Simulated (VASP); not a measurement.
Set up this calculation in VASP 6.6.1, as the native input.

```yaml
Task: single point
Functional: PBE
Potentials_or_basis: VASP PAW PBE potentials, release 64 (Si, Mo_sv)
Cutoff: 500 eV
k_mesh: 5 × 5 × 6
Occupations: gaussian, width 0.2 eV
Spin: no spin polarisation
Dipole_correction: no
Further_INCAR_settings: ALGO = Normal; EDIFF = 1e-06; NBANDS = 31
```

The structure of SiMo3 lies in POSCAR:

```
SiMo3
1.0
    2.4599818180     -5.0861876122      0.0000000000
    2.4599818180      5.0861876122      0.0000000000
    0.0000000000      0.0000000000      2.6264071231
Si Mo
1 3
Direct
    0.5000000000      0.5000000000      0.5000000000
    0.7416190465      0.2583809535      0.5000000000
    0.2583809535      0.7416190465      0.5000000000
    0.0000000000      0.0000000000      0.0000000000
```

The input as run:

INCAR

```
PREC     = Accurate       # precision mode
ENCUT    = 500            # plane-wave cutoff, eV
EDIFF    = 1E-6           # SCF threshold, eV
ISMEAR   = 0              # smearing method
SIGMA    = 0.2            # smearing width, eV
LREAL    = False          # projectors in reciprocal space
LASPH    = True           # aspherical terms in the spheres
NELM     = 120            # most SCF steps
ALGO     = Normal         # electronic algorithm
ISIF     = 2              # what is computed and relaxed
LWAVE    = False          # write WAVECAR
LCHARG   = True           # write CHGCAR
GGA      = PE             # functional
LELF     = True           # ELF
LVHAR    = True         
NBANDS   = 31             # bands
GGA_COMPAT= False
```

KPOINTS

```
regular mesh
0
Gamma
  5 5 6
```

Potentials or basis: VASP PAW PBE potentials, release 64 (Si, Mo_sv).

Command:

```bash
$ cat potpaw_PBE.64/Si/POTCAR potpaw_PBE.64/Mo_sv/POTCAR > POTCAR
$ mpirun -np 1 vasp_std > vasp.out
```

It gave:

```
Pressure               : 0.3 GPa
Largest force          : 0.039 eV/Å
Band gap on the k mesh : zero (band 23 reaches 11.87 eV, above the bottom of band 24 at 10.39 eV)
```

Caveat: the k points lie up to 0.40 Å⁻¹ apart.

Run time: 2 min on 1 thread of Intel Xeon 8259CL, on a shared host, peak memory 0.21 GiB.
